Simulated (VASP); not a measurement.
Runs of VASP 6.6.1 on CdHg2S3. The structure is that of space group R-3m (No. 166), or close to it. The cells are those of the table. 

```tsv
task	cell	k mesh	cutoff (eV)	gap on the mesh (eV)	pressure (GPa)	relaxed volume (Å³/atom)	largest force (eV/Å)
single point	a = 5.237 Å, angles 85.1°, 6 atoms	6 × 6 × 6	520	none	0.3	-	0.02
relaxation of cell and atoms	relaxed from a = 5.229 Å, angles 83.7°, 6 atoms	6 × 6 × 6	600	none	0.0	23.84	-
single point	a = 5.229 Å, angles 83.7°, 6 atoms	3 × 3 × 3	520	none	0.5	-	(a)
relaxation of cell and atoms	relaxed from a = 5.911 Å, angles 64.1°, 6 atoms	3 × 3 × 3	600	none	0.0	23.66	0.03
single point	a = 5.911 Å, angles 64.1°, 6 atoms	3 × 3 × 3	520	none	(b)	-	0.02
```

Alike in all rows: level PBE; potentials or basis VASP PAW PBE potentials, release 64 (Cd, Hg, S); no spin polarisation; smearing gaussian 0.1 eV.

Problem. Fill in the values left out.

Solution. (a) 0.01; (b) -5.5.

Caveats: some runs use coarse meshes; spin-orbit coupling is left out, which moves the levels of the heavy elements.

A k mesh can miss the band edges, and the runs leave out spin-orbit coupling on Cd, Hg.

A gap of «none» marks levels without a gap at the run's occupations.
